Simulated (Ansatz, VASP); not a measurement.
## MgO: VASP beside Ansatz

```
CELL_PARAMETERS angstrom
0.00000 4.25385 -4.25385
4.25385 4.25385 0.00000
4.25385 0.00000 -4.25385
ATOMIC_POSITIONS crystal
Mg 0.99870 0.99934 0.50162
Mg 0.99870 0.49934 0.50162
Mg 0.51947 0.00993 0.47573
Mg 0.49870 0.49934 0.50162
Mg 0.99870 0.99934 0.00162
Mg 0.99870 0.49934 0.00162
Mg 0.49870 0.99934 0.00162
Mg 0.49870 0.49934 0.00162
O 0.24870 0.74934 0.25162
O 0.24870 0.24934 0.25162
O 0.74870 0.74934 0.25162
O 0.74870 0.24934 0.25162
O 0.24870 0.74934 0.75162
O 0.24870 0.24934 0.75162
O 0.74870 0.74934 0.75162
O 0.74870 0.24934 0.75162
```

Change from the starting cell: atom 3 moved 0.15 Å.

Alike in both runs: task single point; functional PBE; k mesh 4 × 4 × 4; occupations gaussian, width 0.05 eV; no spin polarisation.

|  | VASP | Ansatz |
| --- | --- | --- |
| version | VASP 6.6.1 | Ansatz 0.2.0 |
| potentials or method | VASP PAW PBE potentials, release 64 (Mg, O), cutoff 520 eV | scalar-relativistic, plane waves, PAW |
| valence electrons in the cell | 64 | 128 |

Ansatz gave:

| Quantity | Value |
| --- | --- |
| gap on the k mesh at the Fermi level (eV) | 4.39 |
| least direct gap on the mesh (eV) | 4.39 |
| pressure (GPa) | 0.3 |
| traceless stress, the component that is largest in VASP (GPa) | 0.38 |
| rms of the force components (eV/Å) | 0.288 |

Q: What did VASP give for the same quantities?

A: gap on the k mesh at the Fermi level (eV): 4.37; least direct gap on the mesh (eV): 4.37; pressure (GPa): -0.4; traceless stress, the component that is largest in VASP (GPa): 0.38; rms of the force components (eV/Å): 0.291.

Atom by atom the forces differ by 0.003 eV/Å (rms over components). VASP's potentials hold 64 valence electrons a cell and Ansatz's 128, so a difference there can come from the potentials and not from the codes.
